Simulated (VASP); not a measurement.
# InPd (Pmm2) in VASP: notebook

Runs on InPd. Level: PBEsol. Tasks: single point.

Program: VASP 6.6.1. These are calculated values, not measurements. Logs are shortened: lines on timing, memory, paths and dates and some standing lists are left out, and cuts for length are marked.

**1. The cell of the first run**

It takes space group Pmm2 (No. 25, orthorhombic). Conventional cell: a = 3.019 Å, b = 3.360 Å, c = 3.360 Å, α = 90.00°, β = 90.00°, γ = 90.00°. In (site symmetry mm2) has 8 Pd at 2.73 to 2.90 Å and 6 In at 3.02 to 3.36 Å within 3.6 Å. Pd (site symmetry mm2) has 8 In at 2.73 to 2.90 Å and 6 Pd at 3.02 to 3.36 Å within 3.6 Å.

**2. Single point, PBEsol (mode 4 frozen in at -0.070 Å, strain +e along z and -e/2 along x and y -0.0700)**

Input file INCAR:

```
PREC = Accurate
ENCUT = 520
EDIFF = 1E-6
ISMEAR = 0
SIGMA = 0.15
LREAL = False
LASPH = True
NELM = 100
ALGO = Fast
ISIF = 2
LWAVE = False
LCHARG = False
GGA = PS
NBANDS = 18
```

Input file KPOINTS:

```
regular mesh
0
Gamma
  14 14 14
```

Input file POSCAR:

```
InPd
1.0
    3.3602606235      0.0000000000      0.0000000000
    0.0000000000      3.3602606235      0.0000000000
    0.0000000000      0.0000000000      3.0193646182
In Pd
1 1
Direct
   -0.0198696357      0.0000000000      0.0000000000
    0.5214376229      0.5000000000      0.5000000000
```

Potentials or basis: VASP PAW PBE potentials, release 64 (In_d, Pd).

On the command line:

```
$ cat potpaw_PBE.64/In_d/POTCAR potpaw_PBE.64/Pd/POTCAR > POTCAR
$ mpirun -np 1 vasp_std > vasp.out
```

OUTCAR:

```text
PREC = Accurate
   ENCUT = 520
   EDIFF = 1E-6
   ISMEAR = 0
   LREAL = False
   LASPH = True
   NELM = 100
   ISIF = 2
   GGA = PS

 ion  position               nearest neighbor table
   1  0.980  0.000  0.000-   2 2.73   2 2.73   2 2.73   2 2.73   2 2.90   2 2.90   2 2.90   2 2.90

   2  0.521  0.500  0.500-   1 2.73   1 2.73   1 2.73   1 2.73   1 2.90   1 2.90   1 2.90   1 2.90

  LATTYP: Found a simple tetragonal cell.
 ALAT       =     3.3602606235
 C/A-ratio  =     0.8985507246

  Lattice vectors:

 A1 = (   3.3602606235,   0.0000000000,   0.0000000000)
 A2 = (   0.0000000000,   3.3602606235,   0.0000000000)
 A3 = (   0.0000000000,   0.0000000000,   3.0193646182)

Analysis of symmetry for initial positions (statically):
=====================================================================
 Subroutine PRICEL returns:
 Original cell was already a primitive cell.

 Routine SETGRP: Setting up the symmetry group for a
 simple tetragonal supercell.

 Subroutine GETGRP returns: Found  4 space group operations
 (whereof  4 operations were pure point group operations)
 out of a pool of 16 trial point group operations.

The static configuration has the point symmetry C_2v.

Analysis of symmetry for dynamics (positions and initial velocities):
=====================================================================
 Subroutine PRICEL returns:
 Original cell was already a primitive cell.

 Routine SETGRP: Setting up the symmetry group for a
 simple tetragonal supercell.

 Subroutine GETGRP returns: Found  4 space group operations
 (whereof  4 operations were pure point group operations)
 out of a pool of 16 trial point group operations.

The dynamic configuration has the point symmetry C_2v.

 Subroutine INISYM returns: Found  4 space group operations
 (whereof  4 operations are pure point group operations),
 and found     1 'primitive' translations

----------------------------------------------------------------------------------------

                                     Primitive cell

  volume of cell :      34.0927

  direct lattice vectors                    reciprocal lattice vectors
     3.360260623  0.000000000  0.000000000     0.297595964  0.000000000  0.000000000
     0.000000000  3.360260623  0.000000000     0.000000000  0.297595964  0.000000000
     0.000000000  0.000000000  3.019364618     0.000000000  0.000000000  0.331195508

  length of vectors
[... 74 lines left out ...]
   ISTART =      0    job   : 0-new  1-cont  2-samecut
   ICHARG =      2    charge: 1-file 2-atom 10-const
   ISPIN  =      1    spin polarized calculation?
   LNONCOLLINEAR =      F non collinear calculations
   LSORBIT =      F    spin-orbit coupling
   LASPH  =      T    aspherical Exc in radial PAW
   ENCUT  =  520.0 eV  38.22 Ry    6.18 a.u.   6.25  6.25  5.61*2*pi/ulx,y,z
   NELM   =    100;   NELMIN=  2; NELMDL= -5     # of ELM steps
   EDIFF  = 0.1E-05   stopping-criterion for ELM
   LREAL  =      F    real-space projection
   EDIFFG = 0.1E-04   stopping-criterion for IOM
   NSW    =      0    number of steps for IOM
   IBRION =     -1    ionic relax: 0-MD 1-quasi-New 2-CG
   NFREE  =      0    steps in history (QN), initial steepest desc. (CG)
   ISIF   =      2    stress and relaxation
   ISYM   =      2    0-nonsym 1-usesym 2-fastsym
   POTIM  = 0.5000    time-step for ionic-motion
   TEBEG  =    0.0;   TEEND  =   0.0 temperature during run
   PSTRESS=    0.0 pullay stress
   NELECT =      23.0000    total number of electrons
   NUPDOWN=      -1.0000    fix difference up-down
   EMIN   =  10.00;   EMAX   =-10.00  energy-range for DOS
   EFERMI =   0.00;   METHOD = LEGACY
   ISMEAR =     0;   SIGMA  =   0.15  broadening in eV -4-tet -1-fermi 0-gaus
   EFERMI_NEDOS =   21; number of points for ismear=-14 and -15
   IALGO  =     68    algorithm
   IMIX   =      4    mixing-type and parameters
     AMIX     =   0.40;   BMIX     =  1.00
     AMIX_MAG =   1.60;   BMIX_MAG =  1.00
  volume/ion in A,a.u.               =      17.05       115.03
  Fermi-wavevector in a.u.,A,eV,Ry     =   1.435810  2.713287 28.049092  2.061550
  Thomas-Fermi vector in A             =   2.555067
   LORBIT       =      0    0 simple, 1 ext, 2 COOP (PROOUT), +10 PAW based schemes
   GGA     = PS    functional components
   LHFCALC =     F    Hartree Fock is set to
   AEXX    =    0.0000 exact exchange contribution
   IVDW    =     0    specifies the selected vdW correction
   LEPSILON=     F    determine dielectric tensor
   LRPA    =     F    only Hartree local field effects (RPA)
 non-spin polarized calculation
 RMM-DIIS sequential band-by-band and
 Gauss-broadening in eV      SIGMA  =   0.15
  energy-cutoff  :      520.00
  volume of cell :       34.09
 maximum number of plane-waves:       943
 NGX is ok and might be reduce to    28
   NGX = 13   NGY = 13   NGZ = 11

 number of electron      22.9999995 magnetization

 Free energy of the ion-electron system (eV)
  ---------------------------------------------------
  ext. energy  EPLUGINS =         0.00000000
  ---------------------------------------------------
  free energy    TOTEN  =        -9.92865270 eV

  energy without entropy =       -9.92120010  energy(sigma->0) =       -9.92492640

 E-fermi :  10.8007     XC(G=0): -12.5506

 val. band max:       10.7939308686   @ k =   0.5000   0.2143   0.5000
 cond. band min:      10.8065823754   @ k =  -0.2143   0.5000   0.5000
 fundamental gap:      0.0126515068
 Fermi energy:        10.8006966719

 k-point     1 :       0.0000    0.0000    0.0000
  band No.  band energies     occupation
      1      -4.3521      2.00000
      2      -4.1418      2.00000
      3      -3.8177      2.00000
      4      -3.7303      2.00000
      5      -3.7261      2.00000
      6       0.3909      2.00000
[... 481 lines left out ...]
      5      -3.7136      2.00000
      6       2.3437      2.00000
[... 10 lines left out ...]
     17      23.1788      0.00000
     18      25.1180      0.00000

 [... further k-points ...]
[... 5 lines left out ...]
  --------------------------------------------------------------------------------------
  -------------------------------------------------------------------------------------
  Total        0.0322707      0.2283692      1.1762693      0.0000000      0.0000000      0.0000000
  in kB        1.5165508     10.7321491     55.2784500      0.0000000      0.0000000      0.0000000
  external PRESSURE =      22.5090500 kB  Pullay stress =       0.0000000 kB

 VOLUME and BASIS-vectors are now :
 -----------------------------------------------------------------------------
  energy-cutoff  :      520.00
  volume of cell :       34.09
      direct lattice vectors                 reciprocal lattice vectors
     3.360260623  0.000000000  0.000000000     0.297595964  0.000000000  0.000000000
     0.000000000  3.360260623  0.000000000     0.000000000  0.297595964  0.000000000
     0.000000000  0.000000000  3.019364618     0.000000000  0.000000000  0.331195508

 POSITION                                       TOTAL-FORCE (eV/Angst)
 -----------------------------------------------------------------------------------
      3.29349      0.00000      0.00000         0.648450      0.000000      0.000000
      1.75217      1.68013      1.50968        -0.648450      0.000000      0.000000
 -----------------------------------------------------------------------------------
    total drift:                               -0.000319      0.000000     -0.000001

  FREE ENERGIE OF THE ION-ELECTRON SYSTEM (eV)
  ---------------------------------------------------
  free  energy   TOTEN  =        -9.9286527001 eV

  energy  without entropy=       -9.9212001016  energy(sigma->0) =       -9.92492640
```

OSZICAR:

```text
N       E                     dE             d eps       ncg     rms          rms(c)
DAV:   1     0.167041342282E+03    0.16704E+03   -0.11142E+04 18816   0.168E+03
DAV:   2    -0.112486169731E+01   -0.16817E+03   -0.16150E+03 18644   0.366E+02
DAV:   3    -0.100420702563E+02   -0.89172E+01   -0.88239E+01 21244   0.897E+01
DAV:   4    -0.102338989131E+02   -0.19183E+00   -0.19169E+00 22472   0.117E+01
DAV:   5    -0.102422382596E+02   -0.83393E-02   -0.83389E-02 24748   0.236E+00    0.740E+00
RMM:   6    -0.998693611029E+01    0.25530E+00   -0.48660E-01 20920   0.726E+00    0.351E+00
RMM:   7    -0.993966925810E+01    0.47267E-01   -0.70243E-02 22795   0.289E+00    0.165E+00
RMM:   8    -0.992938827877E+01    0.10281E-01   -0.25020E-02 23111   0.138E+00    0.410E-01
RMM:   9    -0.992853749922E+01    0.85078E-03   -0.62053E-03 27189   0.123E+00    0.138E-01
RMM:  10    -0.992866454922E+01   -0.12705E-03   -0.19930E-03 28573   0.394E-01    0.143E-01
RMM:  11    -0.992864888387E+01    0.15665E-04   -0.30439E-04 24786   0.209E-01    0.367E-02
RMM:  12    -0.992864981955E+01   -0.93568E-06   -0.16621E-04 27592   0.123E-01    0.558E-02
RMM:  13    -0.992865239510E+01   -0.25755E-05   -0.39665E-05 29294   0.499E-02    0.561E-02
RMM:  14    -0.992865270006E+01   -0.30496E-06   -0.60730E-06 21315   0.216E-02
   1 F= -.99286527E+01 E0= -.99249264E+01  d E =-.745260E-02
```

stdout:

```text
POSCAR found type information on POSCAR InPd
 POSCAR found :  2 types and       2 ions
 scaLAPACK will be used
 -----------------------------------------------------------------------------
|                                                                             |
|                                                                             |
|     You enforced a specific xc type in the INCAR file but a different       |
|     I HOPE YOU KNOW WHAT YOU ARE DOING!                                     |
|                                                                             |
 -----------------------------------------------------------------------------

 LDA part: xc-table for (Slater+PW92), standard interpolation
 POSCAR, INCAR and KPOINTS ok, starting setup
 FFT: planning ... GRIDC
 FFT: planning ... GRID_SOFT
 FFT: planning ... GRID
 WAVECAR not read
 entering main loop
WARNING in EDDRMM: call to ZHEGV failed, returncode =   8  4     17
WARNING in EDDRMM: call to ZHEGV failed, returncode =   6  3     17
WARNING in EDDRMM: call to ZHEGV failed, returncode =   6  3     16
WARNING in EDDRMM: call to ZHEGV failed, returncode =   6  3     17
WARNING in EDDRMM: call to ZHEGV failed, returncode =   8  4     16
WARNING in EDDRMM: call to ZHEGV failed, returncode =   8  4     15
WARNING in EDDRMM: call to ZHEGV failed, returncode =   8  4     16
```

Run time: 3.1 min. Hardware: 1 thread of AMD EPYC 9R45 (Zen 5), shared host; peak memory 0.39 GiB.

What came out:

```
Free energy   : -9.9287 eV
Pressure      : 2.3 GPa
Largest force : 0.648 eV/Å
```

Forces in eV/Å, atoms in the order of the input:
```
In   0.648  0.000  0.000
Pd  -0.648  0.000  0.000
```

Caveat: the cell differs from its parent crystal (mode 4 frozen in at -0.070 Å, strain +e along z and -e/2 along x and y -0.0700); the PAW data sets were made with another functional, which shifts forces and pressure a little; spin-orbit coupling is left out, which moves the levels of the heavy elements.

**3. Single point, PBEsol (mode 4 frozen in at -0.070 Å, strain +e along z and -e/2 along x and y +0.0700)**

Input file INCAR:

```
SYSTEM = InPd
ALGO     = Fast           ! electronic algorithm
EDIFF    = 1E-6           ! SCF threshold, eV
ENCUT    = 520            ! plane-wave cutoff, eV
GGA      = PS             ! functional
ISIF     = 2              ! what is computed and relaxed
ISMEAR   = 0              ! smearing method
LASPH    = .True.         ! aspherical terms in the spheres
LCHARG   = .True.         ! write CHGCAR
LELF     = .True.         ! ELF
LREAL    = .False.        ! projectors in reciprocal space
LVHAR    = .True.       
LWAVE    = .False.        ! write WAVECAR
NBANDS   = 18             ! bands
NELM     = 60             ! most SCF steps
PREC     = Accurate       ! precision mode
SIGMA    = 0.15           ! smearing width, eV
```

Input file KPOINTS:

```
k-points
0
Gamma
  14 14 14
  0 0 0
```

Input file POSCAR:

```
InPd
1.0
    3.1329966199      0.0000000000      0.0000000000
    0.0000000000      3.1329966199      0.0000000000
    0.0000000000      0.0000000000      3.4738926252
In Pd
1 1
Direct
   -0.0198696357      0.0000000000      0.0000000000
    0.5214376229      0.5000000000      0.5000000000
```

Potentials or basis: VASP PAW PBE potentials, release 64 (In_d, Pd).

On the command line:

```
$ cat potpaw_PBE.64/In_d/POTCAR potpaw_PBE.64/Pd/POTCAR > POTCAR
$ mpirun -np 1 vasp_std > vasp.out
```

Wall time 2.7 min (1 thread of AMD EPYC 9R45 (Zen 5), shared host); peak memory 0.39 GiB.

Results (log left out):

```
Free energy   : -9.9514 eV
Pressure      : 1.5 GPa
Largest force : 0.514 eV/Å
```

Forces in eV/Å, atoms in the order of the input:
```
In   0.514  0.000  0.000
Pd  -0.514  0.000  0.000
```

Stress tensor (GPa, compression positive):
```
1.88 0.00 0.00
0.00 2.51 0.00
0.00 0.00 0.14
```

Levels at points of the mesh, in eV from the Fermi level:
```
           k point  band 8  band 9  band 10  band 11  band 12  band 13  band 14  band 15  band 16  band 17
(0.00, 0.00, 0.00)   -3.99   -2.44    -2.44    -2.18     2.36     5.17     5.26     8.29    11.32    11.46
(0.50, 0.00, 0.00)   -3.95   -3.84    -3.18    -2.52    -0.80     8.41     8.81     9.43    10.71    10.86
(0.00, 0.50, 0.00)   -3.94   -3.86    -3.16    -2.50    -0.82     8.64     8.84     9.21    10.39    10.82
(0.50, 0.50, 0.00)   -3.03   -3.01    -2.17    -2.09    -1.52     1.90     3.19     8.35    10.34    10.36
(0.00, 0.00, 0.50)   -4.12   -3.21    -3.17    -2.23    -1.90     9.43     9.90    10.63    11.21    11.42
(0.50, 0.00, 0.50)   -2.95   -2.73    -2.65    -2.34    -1.92     1.29     2.25    10.41    11.73    12.15
(0.00, 0.50, 0.50)   -3.01   -2.80    -2.56    -2.32    -1.93     1.30     2.26    10.46    11.80    12.19
(0.50, 0.50, 0.50)   -5.06   -1.96    -1.50     0.04     3.45     3.66     3.79     4.03     4.37     5.40
```

Caveat: the cell differs from its parent crystal (mode 4 frozen in at -0.070 Å, strain +e along z and -e/2 along x and y +0.0700); the PAW data sets were made with another functional, which shifts forces and pressure a little; spin-orbit coupling is left out, which moves the levels of the heavy elements.
